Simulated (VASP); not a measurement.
A run of VASP 6.6.1:

The input INCAR:

```
SYSTEM = CdSe
  PREC = Accurate
  ENCUT = 520
  EDIFF = 1E-7
  ISMEAR = 0
  SIGMA = 0.1
  LREAL = .FALSE.
  LASPH = .TRUE.
  NELM = 60
  ALGO = Normal
  ISIF = 2
  LWAVE = .FALSE.
  LCHARG = .FALSE.
  GGA = PE
  NBANDS = 66
```

KPOINTS

```
Automatic mesh
0
G
  2 2 2
  0 0 0
```

The input POSCAR:

```
CdSe
1.0
    7.6206357600     -0.0035818700      0.0039826640
   -0.0035531107      7.6216913137      0.0012753529
    0.0039587561      0.0012924227      7.6221710220
Cd Se
6 6
Direct
    0.5005041587      0.0004072497      0.7499602290
    0.7503871593      0.5029765808     -0.0011634128
    1.0007110678      0.7491539607      0.4987532350
    0.4990521394      0.0010387032      0.2498317904
    0.2503203507      0.4985659126      0.0015131838
   -0.0014766783      0.2492805114      0.5012883355
    1.0015451154      0.5002173878      0.7502805868
    0.7497235634     -0.0013586871      0.4987983023
    0.4987819714      0.7508734911     -0.0002687033
    0.9990175085      0.4981714955      0.2501592846
    0.2497455408     -0.0001864704      0.5009414988
    0.5016881031      0.2508598648     -0.0000943300
```

Potentials or basis: VASP PAW PBE potentials, release 64 (Cd, Se).

Run with:

```bash
$ cat potpaw_PBE.64/Cd/POTCAR potpaw_PBE.64/Se/POTCAR > POTCAR
$ mpirun -np 1 vasp_std > vasp.out
```

Hardware: 1 thread of Intel(R) Xeon(R) Platinum 8259CL CPU @ 2.50GHz (Skylake/Cascade Lake) (shared host).

Q: How long does it take, and how much memory?

A: It took 7.7 min on 1 thread of Intel(R) Xeon(R) Platinum 8259CL CPU @ 2.50GHz (Skylake/Cascade Lake), with other jobs on the host, peak memory 0.57 GiB. Counts: scf iterations 16, k points 8.
